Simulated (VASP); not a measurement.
Write the native input for VASP 6.6.1 that does the following.

* Task: relaxation of cell and atoms
* Functional: r2SCAN
* Potentials or basis: VASP PAW PBE potentials, release 64 (B, P)
* Cutoff: 600 eV
* k mesh: 10 × 10 × 10
* Occupations: fermi-dirac, width 0.02 eV
* Spin: no spin polarisation
* Dipole correction: no
* Further INCAR settings: ALGO = Normal; EDIFF = 1e-07; IBRION = 2; EDIFFG = -0.01; NSW = 80; ISIF = 3

The system is BP.

```
CELL_PARAMETERS angstrom
0.00000 2.26900 2.26900
2.26900 0.00000 2.26900
2.26900 2.26900 0.00000
ATOMIC_POSITIONS crystal
B 0.00000 0.00000 0.00000
P 0.25000 0.25000 0.25000
```

The input as run:

POSCAR

```
BP
1.0
    0.0000000000      2.2690000000      2.2690000000
    2.2690000000      0.0000000000      2.2690000000
    2.2690000000      2.2690000000      0.0000000000
B P
1 1
Direct
    0.0000000000      0.0000000000      0.0000000000
    0.2500000000      0.2500000000      0.2500000000
```

INCAR.step1

```
ALGO = Normal ; EDIFF = 1E-4
ENCUT = 600 ; GGA = PE
ISMEAR = -1 ; LASPH = T
LCHARG = F ; LREAL = F
LWAVE = T ; NELM = 60
PREC = Accurate ; SIGMA = 0.02
```

INCAR.step2

```
ALGO = Normal ; EDIFF = 1E-7
EDIFFG = -0.01 ; ENCUT = 600
IBRION = 2 ; ISIF = 3
ISMEAR = -1 ; ISTART = 1
LASPH = T ; LCHARG = F
LMIXTAU = T ; LREAL = F
LWAVE = F ; METAGGA = R2SCAN
NELM = 60 ; NSW = 80
PREC = Accurate ; SIGMA = 0.02
```

KPOINTS

```
k-points
0
Gamma
  10 10 10
```

Potentials or basis: VASP PAW PBE potentials, release 64 (B, P).

The run is started by

```sh
$ cat potpaw_PBE.64/B/POTCAR potpaw_PBE.64/P/POTCAR > POTCAR
$ cp INCAR.step1 INCAR
$ mpirun -np 1 vasp_std > vasp.out
$ cp INCAR.step2 INCAR
$ mpirun -np 1 vasp_std > vasp.out
```

It gave:

```
Relaxed volume                         : 11.64 Å³/atom
Relaxed cell                           : a = 3.205 Å, b = 3.205 Å, c = 3.205 Å, α = 60.00°, β = 60.00°, γ = 60.00°
Space group after relaxing (to 0.05 Å) : F-43m (No. 216)
Energy gained by relaxing              : 0.1 meV/atom
Ionic steps                            : 3
Pressure after relaxing                : 0.0 GPa
Band gap on the k mesh                 : 1.44 eV, indirect (least direct gap 3.65 eV)
```

Caveat: the PAW data sets were made with another functional, which shifts forces and pressure a little.

It took 53 s on 1 thread of Intel(R) Xeon(R) 6975P-C (Granite Rapids) (shared host), peak memory 0.16 GiB.
